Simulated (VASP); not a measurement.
# Rb (Fm-3m) in VASP: a series of runs, part 2 of 2

VASP 6.6.1. The steps go on from the part before.

**5. Single point, r2SCAN (103.25 Å³/atom)**

This run uses another cell than the first one, of 103.25 Å³/atom.

POSCAR reads:

```
Rb
1.0
    0.0000000000      3.7235109756      3.7235109756
    3.7235109756      0.0000000000      3.7235109756
    3.7235109756      3.7235109756      0.0000000000
Rb
1
Direct
    0.0000000000      0.0000000000      0.0000000000
```

INCAR.step1 reads:

```
SYSTEM = Rb
ALGO = Normal
EDIFF = 1E-5
ENCUT = 550
GGA = PE
GGA_COMPAT = .False.
ISMEAR = -1
LASPH = .True.
LCHARG = .False.
LREAL = .False.
LWAVE = .True.
NBANDS = 10
NELM = 120
PREC = Accurate
SIGMA = 0.1
```

INCAR.step2 reads:

```
SYSTEM = Rb
ALGO = Normal
EDIFF = 1E-6
ENCUT = 550
GGA_COMPAT = .False.
ISIF = 2
ISMEAR = -1
ISTART = 1
LASPH = .True.
LCHARG = .False.
LMIXTAU = .True.
LREAL = .False.
LWAVE = .False.
METAGGA = R2SCAN
NBANDS = 10
NELM = 120
PREC = Accurate
SIGMA = 0.1
```

KPOINTS reads:

```
k-points
0
Gamma
  9 9 9
  0 0 0
```

Potentials or basis: VASP PAW PBE potentials, release 64 (Rb_sv).

Launch:

```bash
cat potpaw_PBE.64/Rb_sv/POTCAR > POTCAR
cp INCAR.step1 INCAR
mpirun -np 1 vasp_std > vasp.out
cp INCAR.step2 INCAR
mpirun -np 1 vasp_std > vasp.out
```

OUTCAR:

```text
SYSTEM = Rb
   EDIFF = 1E-6
   ENCUT = 550
   ISIF = 2
   ISMEAR = -1
   ISTART = 1
   LASPH = .True.
   LREAL = .False.
   METAGGA = R2SCAN
   NELM = 120
   PREC = Accurate

 ion  position               nearest neighbor table
   1  0.000  0.000  0.000-

  LATTYP: Found a face centered cubic cell.
 ALAT       =     7.4470219512

  Lattice vectors:

 A1 = (   0.0000000000,   3.7235109756,   3.7235109756)
 A2 = (   3.7235109756,   0.0000000000,   3.7235109756)
 A3 = (   3.7235109756,   3.7235109756,   0.0000000000)

Analysis of symmetry for initial positions (statically):
=====================================================================
 Subroutine PRICEL returns:
 Original cell was already a primitive cell.

 Routine SETGRP: Setting up the symmetry group for a
 face centered cubic supercell.

 Subroutine GETGRP returns: Found 48 space group operations
 (whereof 48 operations were pure point group operations)
 out of a pool of 48 trial point group operations.

The static configuration has the point symmetry O_h .

Analysis of symmetry for dynamics (positions and initial velocities):
=====================================================================
 Subroutine PRICEL returns:
 Original cell was already a primitive cell.

 Routine SETGRP: Setting up the symmetry group for a
 face centered cubic supercell.

 Subroutine GETGRP returns: Found 48 space group operations
 (whereof 48 operations were pure point group operations)
 out of a pool of 48 trial point group operations.

The dynamic configuration has the point symmetry O_h .

 Subroutine INISYM returns: Found 48 space group operations
 (whereof 48 operations are pure point group operations),
 and found     1 'primitive' translations

----------------------------------------------------------------------------------------
[... 112 lines left out ...]
  volume/ion in A,a.u.               =     103.25       696.76
  Fermi-wavevector in a.u.,A,eV,Ry     =   0.725871  1.371698  7.168764  0.526889
  Thomas-Fermi vector in A             =   1.816702
   LORBIT       =      0    0 simple, 1 ext, 2 COOP (PROOUT), +10 PAW based schemes
   METAGGA = R2SCAN    functional components
   LHFCALC =     F    Hartree Fock is set to
   AEXX    =    0.0000 exact exchange contribution
   IVDW    =     0    specifies the selected vdW correction
   LEPSILON=     F    determine dielectric tensor
   LRPA    =     F    only Hartree local field effects (RPA)
 non-spin polarized calculation
  energy-cutoff  :      550.00
  volume of cell :      103.25
 maximum number of plane-waves:      3047
   NGX = 21   NGY = 21   NGZ = 21

 number of electron       9.0000000 magnetization

 Free energy of the ion-electron system (eV)
  ---------------------------------------------------
  ext. energy  EPLUGINS =         0.00000000
  ---------------------------------------------------
  free energy    TOTEN  =       -13.92777293 eV

  energy without entropy =      -13.89904559  energy(sigma->0) =      -13.91340926

 E-fermi :  -0.1791     XC(G=0):  -5.4208

 val. band max:       -0.2533770536   @ k =   0.4444   0.0000   0.0000
 cond. band min:      -0.1426784502   @ k =   0.4444   0.3333   0.0000
 fundamental gap:      0.1106986034
 Fermi energy:        -0.1790713005

 k-point     1 :       0.0000    0.0000    0.0000
  band No.  band energies     occupation
      1     -30.3461      2.00000
      2     -13.8449      2.00000
      3     -13.8449      2.00000
      4     -13.8449      2.00000
      5      -2.1345      2.00000
      6       3.6949      0.00000
      7       3.6949      0.00000
      8       3.6949      0.00000
      9       5.0409      0.00000
     10       5.0409      0.00000
[... 287 lines left out ...]
 k-point    24 :       0.4444    0.4444    0.0000
  band No.  band energies     occupation
      1     -30.3432      2.00000
      2     -13.9022      2.00000
      3     -13.8670      2.00000
      4     -13.8670      2.00000
      5       0.2507      0.02683
      6       1.3815      0.00000
      7       1.8675      0.00000
      8       4.2299      0.00000
      9       4.2299      0.00000
     10       5.0584      0.00000

 [... further k-points ...]

------------------------ aborting loop because EDIFF is reached ----------------------------------------

  FORCE on cell =-STRESS in cart. coord.  units (eV):
  Direction    XX          YY          ZZ          XY          YZ          ZX
  --------------------------------------------------------------------------------------
  -------------------------------------------------------------------------------------
  Total       -0.1118054     -0.1118054     -0.1118054      0.0000000      0.0000000      0.0000000
  in kB       -1.7349438     -1.7349438     -1.7349438      0.0000000      0.0000000      0.0000000
  external PRESSURE =      -1.7349438 kB  Pullay stress =       0.0000000 kB

 VOLUME and BASIS-vectors are now :
 -----------------------------------------------------------------------------
  energy-cutoff  :      550.00
  volume of cell :      103.25
      direct lattice vectors                 reciprocal lattice vectors
     0.000000000  3.723510976  3.723510976    -0.134281865  0.134281865  0.134281865
     3.723510976  0.000000000  3.723510976     0.134281865 -0.134281865  0.134281865
     3.723510976  3.723510976  0.000000000     0.134281865  0.134281865 -0.134281865

 POSITION                                       TOTAL-FORCE (eV/Angst)
 -----------------------------------------------------------------------------------
      0.00000      0.00000      0.00000         0.000000      0.000000      0.000000
 -----------------------------------------------------------------------------------
    total drift:                               -0.000000     -0.000000     -0.000000

  FREE ENERGIE OF THE ION-ELECTRON SYSTEM (eV)
  ---------------------------------------------------
  free  energy   TOTEN  =       -13.9277729342 eV

  energy  without entropy=      -13.8990455897  energy(sigma->0) =      -13.91340926
```

OUTCAR.step1:

```text
SYSTEM = Rb
   EDIFF = 1E-5
   ENCUT = 550
   GGA = PE
   ISMEAR = -1
   LASPH = .True.
   LREAL = .False.
[... 527 lines left out ...]
 -----------------------------------------------------------------------------------
      0.00000      0.00000      0.00000         0.000000      0.000000      0.000000
 -----------------------------------------------------------------------------------
    total drift:                               -0.000000     -0.000000     -0.000000

  FREE ENERGIE OF THE ION-ELECTRON SYSTEM (eV)
  ---------------------------------------------------
  free  energy   TOTEN  =        -0.9415599359 eV

  energy  without entropy=       -0.9104742894  energy(sigma->0) =       -0.92601711
```

OSZICAR.step1:

```text
N       E                     dE             d eps       ncg     rms          rms(c)
DAV:   1     0.457202492603E+02    0.45720E+02   -0.31856E+03   700   0.653E+02
DAV:   2     0.219318031798E+01   -0.43527E+02   -0.42813E+02   784   0.127E+02
DAV:   3    -0.789317284332E+00   -0.29825E+01   -0.29743E+01   970   0.344E+01
DAV:   4    -0.937350996554E+00   -0.14803E+00   -0.14775E+00   982   0.643E+00
DAV:   5    -0.939331277949E+00   -0.19803E-02   -0.19798E-02   924   0.749E-01    0.103E+00
DAV:   6    -0.940315283812E+00   -0.98401E-03   -0.17535E-03   996   0.249E-01    0.609E-01
DAV:   7    -0.941419070954E+00   -0.11038E-02   -0.26149E-03   798   0.305E-01    0.420E-02
DAV:   8    -0.941546592660E+00   -0.12752E-03   -0.10754E-04   824   0.795E-02    0.241E-02
DAV:   9    -0.941559924630E+00   -0.13332E-04   -0.13230E-05   806   0.286E-02    0.552E-03
DAV:  10    -0.941559935851E+00   -0.11221E-07   -0.29373E-06   496   0.980E-03
   1 F= -.94155994E+00 E0= -.92601711E+00  d E =-.310856E-01
```

It took 2.6 min on 1 thread of Intel Xeon Platinum 8375C at 2.90GHz (Ice Lake), shared host; peak memory 0.26 GiB.

Results:

```
Free energy            : -13.9278 eV
Pressure               : -0.2 GPa
Band gap on the k mesh : zero (an odd number of electrons rules out a gap without spin polarisation)
```

Caveat: the PAW data sets were made with another functional, which shifts forces and pressure a little.

**6. Single point, r2SCAN (107.07 Å³/atom)**

This run uses another cell than the first one, of 107.07 Å³/atom.

POSCAR reads:

```
Rb
1.0
    0.0000000000      3.7689241218      3.7689241218
    3.7689241218      0.0000000000      3.7689241218
    3.7689241218      3.7689241218      0.0000000000
Rb
1
Direct
    0.0000000000      0.0000000000      0.0000000000
```

INCAR.step1 reads:

```
PREC = Accurate
ENCUT = 550
ISMEAR = -1
SIGMA = 0.1
LREAL = False
LASPH = True
NELM = 120
NBANDS = 10
GGA = PE
ALGO = Normal
EDIFF = 1E-5
LWAVE = True
LCHARG = False
GGA_COMPAT = False
```

INCAR.step2 reads:

```
PREC = Accurate
ENCUT = 550
EDIFF = 1E-6
ISMEAR = -1
SIGMA = 0.1
LREAL = False
LASPH = True
NELM = 120
ALGO = Normal
ISIF = 2
LWAVE = False
LCHARG = True
METAGGA = R2SCAN
LMIXTAU = True
LELF = True
LVHAR = True
NBANDS = 10
ISTART = 1
GGA_COMPAT = False
```

KPOINTS reads:

```
Automatic mesh
0
Gamma
  9 9 9
```

Potentials or basis: VASP PAW PBE potentials, release 64 (Rb_sv).

Launch:

```bash
cat potpaw_PBE.64/Rb_sv/POTCAR > POTCAR
cp INCAR.step1 INCAR
mpirun -np 1 vasp_std > vasp.out
cp INCAR.step2 INCAR
mpirun -np 1 vasp_std > vasp.out
```

Run time: 3.5 min. Hardware: 1 thread of Intel Xeon Platinum 8375C at 2.90GHz (Ice Lake), shared host; peak memory 0.29 GiB.

Results (log left out):

```yaml
Free_energy: -13.9228 eV
Pressure: -0.2 GPa
Band_gap_on_the_k_mesh: zero (an odd number of electrons rules out a gap without spin polarisation)
```

Levels at points of the mesh, in eV from the Fermi level:
```tsv
k point	band 1	band 2	band 3	band 4	band 5	band 6	band 7	band 8	band 9	band 10
(0.00, 0.00, 0.00)	-30.19	-13.69	-13.69	-13.69	-1.91	3.84	3.84	3.84	5.16	5.16
```

Caveat: the PAW data sets were made with another functional, which shifts forces and pressure a little.

**7. The runs side by side**

```tsv
cell	gap on the mesh (eV)	pressure (GPa)
a = 5.063 Å, angles 60.0°, 1 atom	none	0.1
a = 5.132 Å, angles 60.0°, 1 atom	none	0.0
a = 5.200 Å, angles 60.0°, 1 atom	none	-0.1
a = 5.266 Å, angles 60.0°, 1 atom	none	-0.2
a = 5.330 Å, angles 60.0°, 1 atom	none	-0.2
```

Alike in all rows: task single point; level r2SCAN; potentials or basis VASP PAW PBE potentials, release 64 (Rb_sv); no spin polarisation; k mesh 9 × 9 × 9; cutoff (eV) 550; smearing fermi-dirac 0.1 eV.

Caveats: the PAW data sets were made with another functional, which shifts forces and pressure a little.

Absolute energies hang on the potentials; compare differences alone.

The gap in the log of VASP goes by the Fermi energy; the results here count the filled bands.